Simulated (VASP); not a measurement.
# Ti (Fm-3m) in VASP: a series of runs

Runs on Ti. Level: PBEsol. Tasks: single point.

All numbers are computed with VASP 6.6.1; they aren't measurements. Logs are shortened: lines on timing, memory, paths and dates and some standing lists are left out, and cuts for length are marked.

## Step 1: The cell of the first run

Symmetry: Fm-3m, No. 225, cubic system. The conventional cell has a = 3.977 Å, b = 3.977 Å, c = 3.977 Å, α = 90.00°, β = 90.00°, γ = 90.00°. Ti (site symmetry m-3m) has 12 Ti at 2.81 Å within 3.7 Å.

## Step 2: Single point, PBEsol

The input, INCAR:

```
PREC = Accurate ; ENCUT = 520
EDIFF = 1E-7 ; ISMEAR = -1
SIGMA = 0.1 ; LREAL = False
LASPH = True ; NELM = 80
ALGO = Normal ; ISIF = 2
LWAVE = False ; LCHARG = False
GGA = PS ; NBANDS = 12
```

The input, KPOINTS:

```
Automatic mesh
0
Gamma
  12 12 12
```

The input, POSCAR:

```
Ti
1.0
    0.0000000000      1.9885598007      1.9885598007
    1.9885598007      0.0000000000      1.9885598007
    1.9885598007      1.9885598007      0.0000000000
Ti
1
Direct
    0.0000000000      0.0000000000      0.0000000000
```

Potentials or basis: VASP PAW PBE potentials, release 64 (Ti_sv).

On the command line:

```bash
> cat potpaw_PBE.64/Ti_sv/POTCAR > POTCAR
> mpirun -np 1 vasp_std > vasp.out
```

OUTCAR:

```text
PREC = Accurate
   ENCUT = 520
   EDIFF = 1E-7
   ISMEAR = -1
   LREAL = False
   LASPH = True
   NELM = 80
   ISIF = 2
   GGA = PS

 ion  position               nearest neighbor table
   1  0.000  0.000  0.000-

  LATTYP: Found a face centered cubic cell.
 ALAT       =     3.9771196014

  Lattice vectors:

 A1 = (   0.0000000000,   1.9885598007,   1.9885598007)
 A2 = (   1.9885598007,   0.0000000000,   1.9885598007)
 A3 = (   1.9885598007,   1.9885598007,   0.0000000000)

Analysis of symmetry for initial positions (statically):
=====================================================================
 Subroutine PRICEL returns:
 Original cell was already a primitive cell.

 Routine SETGRP: Setting up the symmetry group for a
 face centered cubic supercell.

 Subroutine GETGRP returns: Found 48 space group operations
 (whereof 48 operations were pure point group operations)
 out of a pool of 48 trial point group operations.

The static configuration has the point symmetry O_h .

Analysis of symmetry for dynamics (positions and initial velocities):
=====================================================================
 Subroutine PRICEL returns:
 Original cell was already a primitive cell.

 Routine SETGRP: Setting up the symmetry group for a
 face centered cubic supercell.

 Subroutine GETGRP returns: Found 48 space group operations
 (whereof 48 operations were pure point group operations)
 out of a pool of 48 trial point group operations.

The dynamic configuration has the point symmetry O_h .

 Subroutine INISYM returns: Found 48 space group operations
 (whereof 48 operations are pure point group operations),
 and found     1 'primitive' translations

----------------------------------------------------------------------------------------

                                     Primitive cell

  volume of cell :      15.7270

  direct lattice vectors                    reciprocal lattice vectors
     0.000000000  1.988559801  1.988559801    -0.251438252  0.251438252  0.251438252
     1.988559801  0.000000000  1.988559801     0.251438252 -0.251438252  0.251438252
     1.988559801  1.988559801  0.000000000     0.251438252  0.251438252 -0.251438252

  length of vectors
     2.812248240  2.812248240  2.812248240     0.435503827  0.435503827  0.435503827

  position of ions in fractional coordinates (direct lattice)
     0.000000000  0.000000000  0.000000000

[... 81 lines left out ...]
   ISIF   =      2    stress and relaxation
   ISYM   =      2    0-nonsym 1-usesym 2-fastsym
   POTIM  = 0.5000    time-step for ionic-motion
   TEBEG  =    0.0;   TEEND  =   0.0 temperature during run
   PSTRESS=    0.0 pullay stress
   NELECT =      12.0000    total number of electrons
   NUPDOWN=      -1.0000    fix difference up-down
   EMIN   =  10.00;   EMAX   =-10.00  energy-range for DOS
   EFERMI =   0.00;   METHOD = LEGACY
   ISMEAR =    -1;   SIGMA  =   0.10  broadening in eV -4-tet -1-fermi 0-gaus
   EFERMI_NEDOS =   21; number of points for ismear=-14 and -15
   IALGO  =     38    algorithm
   IMIX   =      4    mixing-type and parameters
     AMIX     =   0.40;   BMIX     =  1.00
     AMIX_MAG =   1.60;   BMIX_MAG =  1.00
  volume/ion in A,a.u.               =      15.73       106.13
  Fermi-wavevector in a.u.,A,eV,Ry     =   1.495960  2.826954 30.448420  2.237896
  Thomas-Fermi vector in A             =   2.608038
   LORBIT       =      0    0 simple, 1 ext, 2 COOP (PROOUT), +10 PAW based schemes
   GGA     = PS    functional components
   LHFCALC =     F    Hartree Fock is set to
   AEXX    =    0.0000 exact exchange contribution
   IVDW    =     0    specifies the selected vdW correction
   LEPSILON=     F    determine dielectric tensor
   LRPA    =     F    only Hartree local field effects (RPA)
 non-spin polarized calculation
  energy-cutoff  :      520.00
  volume of cell :       15.73
 maximum number of plane-waves:       444
 NGX is ok and might be reduce to    24
   NGX = 11   NGY = 11   NGZ = 11

 number of electron      11.9999998 magnetization

 Free energy of the ion-electron system (eV)
  ---------------------------------------------------
  ext. energy  EPLUGINS =         0.00000000
  ---------------------------------------------------
  free energy    TOTEN  =        -8.28950492 eV

  energy without entropy =       -8.23880786  energy(sigma->0) =       -8.26415639

 E-fermi :   9.1899     XC(G=0): -12.1181

 val. band max:        9.1779925066   @ k =   0.2500   0.0833   0.0000
 cond. band min:       9.1922989328   @ k =  -0.3333   0.0833   0.0000
 fundamental gap:      0.0143064261
 Fermi energy:         9.1899348142

 k-point     1 :       0.0000    0.0000    0.0000
  band No.  band energies     occupation
      1     -47.1278      2.00000
      2     -22.9451      2.00000
      3     -22.9451      2.00000
      4     -22.9451      2.00000
      5       2.8664      2.00000
      6      10.1206      0.00018
      7      10.1206      0.00018
      8      10.1206      0.00018
      9      11.9825      0.00000
     10      11.9825      0.00000
     11      25.0035      0.00000
     12      29.9340      0.00000
[... 331 lines left out ...]
 k-point    24 :      -0.4167    0.1667    0.0000
  band No.  band energies     occupation
      1     -46.9237      2.00000
      2     -23.7895      2.00000
      3     -23.2323      2.00000
      4     -23.0953      2.00000
      5       7.0583      2.00000
      6       8.7886      1.96450
      7       9.7569      0.00687
      8      10.5437      0.00000
      9      12.9716      0.00000
     10      14.7170      0.00000
     11      18.4503      0.00000
     12      24.0177      0.00000

 [... further k-points ...]

------------------------ aborting loop because EDIFF is reached ----------------------------------------

  FORCE on cell =-STRESS in cart. coord.  units (eV):
  Direction    XX          YY          ZZ          XY          YZ          ZX
  --------------------------------------------------------------------------------------
  -------------------------------------------------------------------------------------
  Total        0.7154199      0.7154199      0.7154199     -0.0000000      0.0000000      0.0000000
  in kB       72.8829009     72.8829009     72.8829009     -0.0000000      0.0000000      0.0000000
  external PRESSURE =      72.8829009 kB  Pullay stress =       0.0000000 kB

 VOLUME and BASIS-vectors are now :
 -----------------------------------------------------------------------------
  energy-cutoff  :      520.00
  volume of cell :       15.73
      direct lattice vectors                 reciprocal lattice vectors
     0.000000000  1.988559801  1.988559801    -0.251438252  0.251438252  0.251438252
     1.988559801  0.000000000  1.988559801     0.251438252 -0.251438252  0.251438252
     1.988559801  1.988559801  0.000000000     0.251438252  0.251438252 -0.251438252

 POSITION                                       TOTAL-FORCE (eV/Angst)
 -----------------------------------------------------------------------------------
      0.00000      0.00000      0.00000         0.000000     -0.000000     -0.000000
 -----------------------------------------------------------------------------------
    total drift:                                0.000000      0.000000     -0.000000

  FREE ENERGIE OF THE ION-ELECTRON SYSTEM (eV)
  ---------------------------------------------------
  free  energy   TOTEN  =        -8.2895049189 eV

  energy  without entropy=       -8.2388078590  energy(sigma->0) =       -8.26415639
```

OSZICAR:

```text
N       E                     dE             d eps       ncg     rms          rms(c)
DAV:   1     0.846271946188E+02    0.84627E+02   -0.65116E+03  1728   0.124E+03
DAV:   2    -0.507294524757E+01   -0.89700E+02   -0.87217E+02  1752   0.295E+02
DAV:   3    -0.916078445415E+01   -0.40878E+01   -0.40476E+01  2324   0.634E+01
DAV:   4    -0.926414589000E+01   -0.10336E+00   -0.10328E+00  1996   0.873E+00
DAV:   5    -0.926615472782E+01   -0.20088E-02   -0.20087E-02  2060   0.109E+00    0.965E+00
DAV:   6    -0.829230042983E+01    0.97385E+00   -0.19459E+00  1872   0.212E+01    0.263E+00
DAV:   7    -0.827668137507E+01    0.15619E-01   -0.11290E-01  2120   0.409E+00    0.139E+00
DAV:   8    -0.828918115085E+01   -0.12500E-01   -0.46106E-02  1788   0.259E+00    0.165E-01
DAV:   9    -0.828941703171E+01   -0.23588E-03   -0.40099E-03  2136   0.695E-01    0.965E-02
DAV:  10    -0.828952437352E+01   -0.10734E-03   -0.32087E-04  1852   0.198E-01    0.216E-02
DAV:  11    -0.828950516034E+01    0.19213E-04   -0.27953E-05  2084   0.632E-02    0.964E-03
DAV:  12    -0.828950469102E+01    0.46932E-06   -0.99641E-07  1896   0.123E-02    0.289E-03
DAV:  13    -0.828950497870E+01   -0.28768E-06   -0.77202E-07  2108   0.830E-03    0.207E-03
DAV:  14    -0.828950491885E+01    0.59845E-07   -0.50140E-08  1236   0.282E-03
   1 F= -.82895049E+01 E0= -.82641564E+01  d E =-.506971E-01
```

stdout:

```text
POSCAR found type information on POSCAR Ti
 POSCAR found :  1 types and       1 ions
 scaLAPACK will be used
 -----------------------------------------------------------------------------
|                                                                             |
|                                                                             |
|     You enforced a specific xc type in the INCAR file but a different       |
|     I HOPE YOU KNOW WHAT YOU ARE DOING!                                     |
|                                                                             |
 -----------------------------------------------------------------------------

 LDA part: xc-table for (Slater+PW92), standard interpolation
 POSCAR, INCAR and KPOINTS ok, starting setup
 FFT: planning ... GRIDC
 FFT: planning ... GRID_SOFT
 FFT: planning ... GRID
 WAVECAR not read
 entering main loop
```

Wall time 15 s (1 thread of Intel Xeon 8259CL, shared host); peak memory 0.14 GiB.

Results:

* Free energy: -8.2895 eV
* Pressure: 7.3 GPa
* Band gap on the k mesh: zero (band 6 reaches 10.12 eV, above the bottom of band 7 at 8.78 eV)

Caveat: the PAW data sets were made with another functional, which shifts forces and pressure a little.

## Step 3: Single point, PBEsol

This run uses another cell than the first one, of 16.06 Å³/atom, 1.021 times its volume.

The input, INCAR:

```
SYSTEM = Ti
PREC     = Accurate       ! precision mode
ENCUT    = 520            ! plane-wave cutoff, eV
EDIFF    = 1E-7           ! SCF threshold, eV
ISMEAR   = -1             ! smearing method
SIGMA    = 0.1            ! smearing width, eV
LREAL    = .FALSE.        ! projectors in reciprocal space
LASPH    = .TRUE.         ! aspherical terms in the spheres
NELM     = 80             ! most SCF steps
ALGO     = Normal         ! electronic algorithm
ISIF     = 2              ! what is computed and relaxed
LWAVE    = .FALSE.        ! write WAVECAR
LCHARG   = .TRUE.         ! write CHGCAR
GGA      = PS             ! functional
LELF     = .TRUE.         ! ELF
LVHAR    = .TRUE.       
NBANDS   = 12             ! bands
```

The input, KPOINTS:

```
Automatic mesh
0
G
  12 12 12
  0 0 0
```

The input, POSCAR:

```
Ti
1.0
    0.0000000000      2.0025642044      2.0025642044
    2.0025642044      0.0000000000      2.0025642044
    2.0025642044      2.0025642044      0.0000000000
Ti
1
Direct
    0.0000000000      0.0000000000      0.0000000000
```

Potentials or basis: VASP PAW PBE potentials, release 64 (Ti_sv).

On the command line:

```bash
> cat potpaw_PBE.64/Ti_sv/POTCAR > POTCAR
> mpirun -np 1 vasp_std > vasp.out
```

It took 16 s on 1 thread of Intel Xeon 8259CL, shared host; peak memory 0.15 GiB.

The run converged. Its results:

- Free energy: -8.3019 eV
- Pressure: 4.5 GPa
- Band gap on the k mesh: zero (band 6 reaches 9.87 eV, above the bottom of band 7 at 8.54 eV)

Levels at points of the mesh, in eV from the Fermi level:
```
           k point  band 3  band 4  band 5  band 6  band 7  band 8  band 9  band 10
(0.00, 0.00, 0.00)  -32.20  -32.20   -6.28    0.92    0.92    0.92    2.73     2.73
(0.50, 0.00, 0.00)  -32.31  -32.31   -2.78    0.78    0.78    0.85    3.94     3.94
(0.50, 0.50, 0.00)  -32.50  -32.50   -2.87   -1.94    3.22    3.92    4.26     4.26
```

Caveat: the PAW data sets were made with another functional, which shifts forces and pressure a little.

## Step 4: Single point, PBEsol

This run uses another cell than the first one, of 16.40 Å³/atom, 1.043 times its volume.

The input, INCAR:

```
SYSTEM = Ti
  ALGO = Normal
  EDIFF = 1E-7
  ENCUT = 520
  GGA = PS
  ISIF = 2
  ISMEAR = -1
  LASPH = .True.
  LCHARG = .True.
  LELF = .True.
  LREAL = .False.
  LVHAR = .True.
  LWAVE = .False.
  NBANDS = 12
  NELM = 100
  PREC = Accurate
  SIGMA = 0.1
```

The input, KPOINTS:

```
k-points
0
Gamma
  12 12 12
  0 0 0
```

The input, POSCAR:

```
Ti
1.0
    0.0000000000      2.0163754284      2.0163754284
    2.0163754284      0.0000000000      2.0163754284
    2.0163754284      2.0163754284      0.0000000000
Ti
1
Direct
    0.0000000000      0.0000000000      0.0000000000
```

On the command line:

```bash
> cat potpaw_PBE.64/Ti_sv/POTCAR > POTCAR
> mpirun -np 1 vasp_std > vasp.out
```

Wall time 20 s (1 thread of Intel Xeon 8259CL, shared host); peak memory 0.14 GiB.

It converged, with:

* Free energy: -8.3088 eV
* Pressure: 2.0 GPa
* Band gap on the k mesh: zero (band 6 reaches 9.63 eV, above the bottom of band 7 at 8.32 eV)

Levels at points of the mesh, in eV from the Fermi level:
| k point | band 3 | band 4 | band 5 | band 6 | band 7 | band 8 | band 9 | band 10 |
| --- | --- | --- | --- | --- | --- | --- | --- | --- |
| (0.00, 0.00, 0.00) | -32.26 | -32.26 | -6.24 | 0.91 | 0.91 | 0.91 | 2.67 | 2.67 |
| (0.50, 0.00, 0.00) | -32.37 | -32.37 | -2.73 | 0.77 | 0.77 | 0.79 | 3.85 | 3.85 |
| (0.50, 0.50, 0.00) | -32.55 | -32.55 | -2.79 | -1.88 | 3.11 | 3.83 | 4.16 | 4.16 |

Caveat: the PAW data sets were made with another functional, which shifts forces and pressure a little.

## Step 5: Summary

```tsv
cell	gap on the mesh (eV)	pressure (GPa)
a = 2.812 Å, angles 60.0°, 1 atom	none	7.3
a = 2.832 Å, angles 60.0°, 1 atom	none	4.5
a = 2.852 Å, angles 60.0°, 1 atom	none	2.0
```

Alike in all rows: task single point; level PBEsol; potentials or basis VASP PAW PBE potentials, release 64 (Ti_sv); no spin polarisation; k mesh 12 × 12 × 12; cutoff (eV) 520; smearing fermi-dirac 0.1 eV.

Caveats: the PAW data sets were made with another functional, which shifts forces and pressure a little.

Total energies depend on the potentials used, so only differences within one code and one set of settings carry meaning.
